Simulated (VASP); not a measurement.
# RhCl4 (I4/mmm) in VASP: a series of runs

Runs on RhCl4. Level: PBE. Tasks: single point, relaxation of cell and atoms.

Program: VASP 6.6.1. These are calculated values, not measurements. Logs are shortened: lines on timing, memory, paths and dates and some standing lists are left out, and cuts for length are marked.

## (1) The cell of the first run

Symmetry: I4/mmm, No. 139, tetragonal system. The conventional cell has a = 4.903 Å, b = 4.903 Å, c = 10.605 Å, α = 90.00°, β = 90.00°, γ = 90.00°. Rh (site symmetry 4/mmm) has 6 Cl at 2.24 to 2.45 Å within 3.0 Å. Cl (site symmetry 4mm) has 1 Rh at 2.24 Å within 3.0 Å. Cl (site symmetry mmm) has 2 Rh at 2.45 Å and 8 Cl at 3.32 to 3.47 Å within 3.5 Å.

The cell was built from a structure type or drawn by symmetry, and may not be a known phase.

## (2) Single point, PBE, collinear spin, ferromagnetic start

INCAR

```
PREC     = Accurate       # precision mode
ENCUT    = 520            # plane-wave cutoff, eV
EDIFF    = 1E-6           # SCF threshold, eV
ISMEAR   = 0              # smearing method
SIGMA    = 0.15           # smearing width, eV
LREAL    = False          # projectors in reciprocal space
LASPH    = True           # aspherical terms in the spheres
NELM     = 150            # most SCF steps
ALGO     = Normal         # electronic algorithm
ISIF     = 2              # what is computed and relaxed
LWAVE    = False          # write WAVECAR
LCHARG   = False          # write CHGCAR
ISPIN    = 2              # spin polarisation
MAGMOM   = 1 0 0 0 0      # initial moments
LORBIT   = 11             # projections on sites
LMAXMIX  = 4              # l up to which the mixer works
GGA      = PE             # functional
NBANDS   = 34             # bands
```

KPOINTS

```
regular mesh
0
Gamma
  3 3 3
```

POSCAR

```
RhCl4
1.0
   -2.4514513314      2.4514513314      5.3026507541
    2.4514513314     -2.4514513314      5.3026507541
    2.4514513314      2.4514513314     -5.3026507541
Rh Cl
1 4
Direct
    0.0000000000      0.0000000000      0.0000000000
    0.2111903782      0.2111903782      0.0000000000
    0.7888096218      0.7888096218      0.0000000000
    0.5000000000      0.0000000000      0.5000000000
    0.0000000000      0.5000000000      0.5000000000
```

Potentials or basis: VASP PAW PBE potentials, release 64 (Rh_pv, Cl).

Run with:

```bash
$ cat potpaw_PBE.64/Rh_pv/POTCAR potpaw_PBE.64/Cl/POTCAR > POTCAR
$ mpirun -np 1 vasp_std > vasp.out
```

OUTCAR:

```text
PREC = Accurate
   ENCUT = 520
   EDIFF = 1E-6
   ISMEAR = 0
   LREAL = False
   LASPH = True
   NELM = 150
   ISIF = 2
   ISPIN = 2
   LORBIT = 11
   GGA = PE

 ion  position               nearest neighbor table
   1  0.000  0.000  0.000-   2 2.24   3 2.24   4 2.45   5 2.45   5 2.45   4 2.45
   2  0.211  0.211  0.000-   1 2.24
   3  0.789  0.789  0.000-   1 2.24
   4  0.500  0.000  0.500-   1 2.45   1 2.45
   5  0.000  0.500  0.500-   1 2.45   1 2.45

  LATTYP: Found a body centered tetragonal cell.
 ALAT       =     4.9029026628
 C/A-ratio  =     2.1630658892

  Lattice vectors:

 A1 = (  -2.4514513314,   2.4514513314,   5.3026507541)
 A2 = (   2.4514513314,  -2.4514513314,   5.3026507541)
 A3 = (   2.4514513314,   2.4514513314,  -5.3026507541)

Analysis of symmetry for initial positions (statically):
=====================================================================
 Subroutine PRICEL returns:
 Original cell was already a primitive cell.

 Routine SETGRP: Setting up the symmetry group for a
 body centered tetragonal supercell.

 Subroutine GETGRP returns: Found 16 space group operations
 (whereof 16 operations were pure point group operations)
 out of a pool of 16 trial point group operations.

The static configuration has the point symmetry D_4h.

Analysis of symmetry for dynamics (positions and initial velocities):
=====================================================================
 Subroutine PRICEL returns:
 Original cell was already a primitive cell.

 Routine SETGRP: Setting up the symmetry group for a
 body centered tetragonal supercell.

 Subroutine GETGRP returns: Found 16 space group operations
 (whereof 16 operations were pure point group operations)
 out of a pool of 16 trial point group operations.

The dynamic configuration has the point symmetry D_4h.

Analysis of structural, dynamic, and magnetic symmetry:
=====================================================================
 Subroutine PRICEL returns:
 Original cell was already a primitive cell.

 Routine SETGRP: Setting up the symmetry group for a
 body centered tetragonal supercell.

 Subroutine GETGRP returns: Found 16 space group operations
 (whereof 16 operations were pure point group operations)
 out of a pool of 16 trial point group operations.

The overall configuration has the point symmetry D_4h.

 Subroutine INISYM returns: Found 16 space group operations
 (whereof 16 operations are pure point group operations),
 and found     1 'primitive' translations

----------------------------------------------------------------------------------------

                                     Primitive cell

  volume of cell :     127.4675

  direct lattice vectors                    reciprocal lattice vectors
    -2.451451331  2.451451331  5.302650754     0.000000000  0.203960810  0.094292463
     2.451451331 -2.451451331  5.302650754     0.203960810  0.000000000  0.094292463
     2.451451331  2.451451331 -5.302650754     0.203960810  0.203960810  0.000000000

  length of vectors
     6.335403087  6.335403087  6.335403087     0.224702205  0.224702205  0.288444144

  position of ions in fractional coordinates (direct lattice)
     0.000000000  0.000000000  0.000000000
     0.211190378  0.211190378  0.000000000
     0.788809622  0.788809622  0.000000000
     0.500000000  0.000000000  0.500000000
     0.000000000  0.500000000  0.500000000

  ion indices of the primitive-cell ions
   primitive index   ion index
                 1           1
                 2           2
                 3           3
                 4           4
                 5           5

----------------------------------------------------------------------------------------

 KPOINTS: regular mesh

Automatic generation of k-mesh.
 Grid dimensions read from file:
 generate k-points for:    3    3    3

 Generating k-lattice:

  Cartesian coordinates                     Fractional coordinates (reciprocal lattice)
     0.000000000  0.067986937  0.031430821     0.333333333  0.000000000  0.000000000
     0.067986937  0.000000000  0.031430821     0.000000000  0.333333333  0.000000000
     0.067986937  0.067986937  0.000000000     0.000000000  0.000000000  0.333333333

  Length of vectors
     0.074900735  0.074900735  0.096148048

  Shift w.r.t. Gamma in fractional coordinates (k-lattice)
     0.000000000  0.000000000  0.000000000

 Subroutine IBZKPT returns following result:
 ===========================================

 Found      6 irreducible k-points:

 Following reciprocal coordinates:
            Coordinates               Weight
  0.000000  0.000000  0.000000      1.000000
  0.333333  0.000000 -0.000000      8.000000
  0.333333  0.333333  0.000000      8.000000
 -0.333333  0.333333  0.000000      4.000000
 -0.333333  0.333333  0.333333      4.000000
 -0.333333 -0.333333  0.333333      2.000000
   k-points           NKPTS =      6   k-points in BZ     NKDIM =      6   number of bands    NBANDS=     34
   number of dos      NEDOS =    301   number of ions     NIONS =      5
   total plane-waves  NPLWV = 110592
   dimension x,y,z NGX =    48 NGY =   48 NGZ =   48
   dimension x,y,z NGXF=    96 NGYF=   96 NGZF=   96
   ions per type =               1   4
   NGX,Y,Z   is equivalent  to a cutoff of  12.60, 12.60, 12.60 a.u.
   NGXF,Y,Z  is equivalent  to a cutoff of  25.19, 25.19, 25.19 a.u.
 SYSTEM =  unknown system
   PREC   = accura    normal or accurate (medium, high low for compatibility)
   ISTART =      0    job   : 0-new  1-cont  2-samecut
   ICHARG =      2    charge: 1-file 2-atom 10-const
   ISPIN  =      2    spin polarized calculation?
   LNONCOLLINEAR =      F non collinear calculations
   LSORBIT =      F    spin-orbit coupling
   LASPH  =      T    aspherical Exc in radial PAW
   ENCUT  =  520.0 eV  38.22 Ry    6.18 a.u.  11.78 11.78 11.78*2*pi/ulx,y,z
   NELM   =    150;   NELMIN=  2; NELMDL= -5     # of ELM steps
   EDIFF  = 0.1E-05   stopping-criterion for ELM
   LREAL  =      F    real-space projection
   EDIFFG = 0.1E-04   stopping-criterion for IOM
   NSW    =      0    number of steps for IOM
   IBRION =     -1    ionic relax: 0-MD 1-quasi-New 2-CG
   NFREE  =      0    steps in history (QN), initial steepest desc. (CG)
   ISIF   =      2    stress and relaxation
   ISYM   =      2    0-nonsym 1-usesym 2-fastsym
   POTIM  = 0.5000    time-step for ionic-motion
   TEBEG  =    0.0;   TEEND  =   0.0 temperature during run
   PSTRESS=    0.0 pullay stress
   NELECT =      43.0000    total number of electrons
   NUPDOWN=      -1.0000    fix difference up-down
   EMIN   =  10.00;   EMAX   =-10.00  energy-range for DOS
   EFERMI =   0.00;   METHOD = LEGACY
   ISMEAR =     0;   SIGMA  =   0.15  broadening in eV -4-tet -1-fermi 0-gaus
   EFERMI_NEDOS =   21; number of points for ismear=-14 and -15
   IALGO  =     38    algorithm
   IMIX   =      4    mixing-type and parameters
     AMIX     =   0.40;   BMIX     =  1.00
     AMIX_MAG =   1.60;   BMIX_MAG =  1.00
  volume/ion in A,a.u.               =      25.49       172.04
  Fermi-wavevector in a.u.,A,eV,Ry     =   1.139632  2.153591 17.670703  1.298760
  Thomas-Fermi vector in A             =   2.276335
   LORBIT       =     11    0 simple, 1 ext, 2 COOP (PROOUT), +10 PAW based schemes
   GGA     = PE    functional components
   LHFCALC =     F    Hartree Fock is set to
   AEXX    =    0.0000 exact exchange contribution
   IVDW    =     0    specifies the selected vdW correction
   LEPSILON=     F    determine dielectric tensor
   LRPA    =     F    only Hartree local field effects (RPA)
 spin polarized calculation
 Gauss-broadening in eV      SIGMA  =   0.15
  energy-cutoff  :      520.00
  volume of cell :      127.47
 maximum number of plane-waves:      3459
   NGX = 23   NGY = 23   NGZ = 23

 number of electron      42.9999997 magnetization       2.0938796

 Free energy of the ion-electron system (eV)
  ---------------------------------------------------
  ext. energy  EPLUGINS =         0.00000000
  ---------------------------------------------------
  free energy    TOTEN  =       -15.71330687 eV

  energy without entropy =      -15.65435594  energy(sigma->0) =      -15.68383140

 E-fermi :   0.7270     XC(G=0):  -8.5539

 val. band max:        0.7146617767   @ k =  -0.3333   0.3333   0.3333
 cond. band min:       0.7463154552   @ k =   0.3333   0.3333   0.0000
 fundamental gap:      0.0316536785
 Fermi energy:         0.7270329765

 spin component 1

 k-point     1 :       0.0000    0.0000    0.0000
  band No.  band energies     occupation
      1     -46.7405      1.00000
      2     -46.2607      1.00000
      3     -46.2607      1.00000
      4     -14.0824      1.00000
      5     -13.2376      1.00000
      6     -13.1278      1.00000
[... 205 lines left out ...]
     32      12.4277      0.00000
     33      12.9592      0.00000
 Fermi energy:         0.7270329765

 spin component 2

 k-point     1 :       0.0000    0.0000    0.0000
  band No.  band energies     occupation
      1     -45.8527      1.00000
      2     -45.4506      1.00000
      3     -45.4506      1.00000
      4     -13.8444      1.00000
      5     -13.0051      1.00000
      6     -12.9376      1.00000
[... 205 lines left out ...]
     32      12.6379      0.00000
     33      13.0528      0.00000
 [bands above 33 left out]

------------------------ aborting loop because EDIFF is reached ----------------------------------------

  FORCE on cell =-STRESS in cart. coord.  units (eV):
  Direction    XX          YY          ZZ          XY          YZ          ZX
  --------------------------------------------------------------------------------------
  -------------------------------------------------------------------------------------
  Total       -0.1461849     -0.1461849      0.0854821      0.0000000      0.0000000      0.0000000
  in kB       -1.8374411     -1.8374411      1.0744495      0.0000000      0.0000000      0.0000000
  external PRESSURE =      -0.8668109 kB  Pullay stress =       0.0000000 kB

 VOLUME and BASIS-vectors are now :
 -----------------------------------------------------------------------------
  energy-cutoff  :      520.00
  volume of cell :      127.47
      direct lattice vectors                 reciprocal lattice vectors
    -2.451451331  2.451451331  5.302650754     0.000000000  0.203960810  0.094292463
     2.451451331 -2.451451331  5.302650754     0.203960810  0.000000000  0.094292463
     2.451451331  2.451451331 -5.302650754     0.203960810  0.203960810  0.000000000

 POSITION                                       TOTAL-FORCE (eV/Angst)
 -----------------------------------------------------------------------------------
      0.00000      0.00000      0.00000         0.000000      0.000000      0.000000
      0.00000      0.00000      2.23974        -0.000000     -0.000000     -0.015255
      0.00000      0.00000      8.36556        -0.000000     -0.000000      0.015255
      0.00000      2.45145      0.00000         0.000000      0.000000      0.000000
      2.45145      0.00000      0.00000         0.000000      0.000000      0.000000
 -----------------------------------------------------------------------------------
    total drift:                               -0.000000     -0.000000      0.000000

  FREE ENERGIE OF THE ION-ELECTRON SYSTEM (eV)
  ---------------------------------------------------
  free  energy   TOTEN  =       -15.7133068653 eV

  energy  without entropy=      -15.6543559355  energy(sigma->0) =      -15.68383140

 total charge

# of ion       s       p       d       tot
------------------------------------------
    1        0.321   6.268   6.897  13.487
    2        1.617   3.411   0.000   5.028
    3        1.617   3.411   0.000   5.028
    4        1.610   3.446   0.000   5.056
    5        1.610   3.446   0.000   5.056
--------------------------------------------------
tot          6.775  19.983   6.897  33.656

 magnetization (x)

# of ion       s       p       d       tot
------------------------------------------
    1        0.004   0.003   1.036   1.044
    2        0.007   0.291   0.000   0.298
    3        0.007   0.291   0.000   0.298
    4        0.002   0.089   0.000   0.091
    5        0.002   0.089   0.000   0.091
--------------------------------------------------
tot          0.022   0.763   1.036   1.821
```

Run time: 93 s. Hardware: 1 thread of Intel Xeon 6975P-C (Granite Rapids), shared host; peak memory 0.4 GiB.

What came out:

| Item | Value |
| --- | --- |
| Free energy | -15.7133 eV |
| Pressure | -0.1 GPa |
| Largest force | 0.015 eV/Å |
| Net moment | 2.09 μB per cell |
| Site moments | Rh +1.04; Cl +0.30, +0.09 (each value once) μB |
| Valence electrons inside the program's atomic spheres | Rh 13.49; Cl 5.03, 5.06 (each value once) |

Forces in eV/Å, atoms in the order of the input:
```
Rh   0.000  0.000  0.000
Cl   0.000  0.000 -0.015
Cl   0.000  0.000  0.015
Cl   0.000  0.000  0.000
Cl   0.000  0.000  0.000
```

Caveat: the k points lie up to 0.47 Å⁻¹ apart.

(Continued in part 2 of 2.)
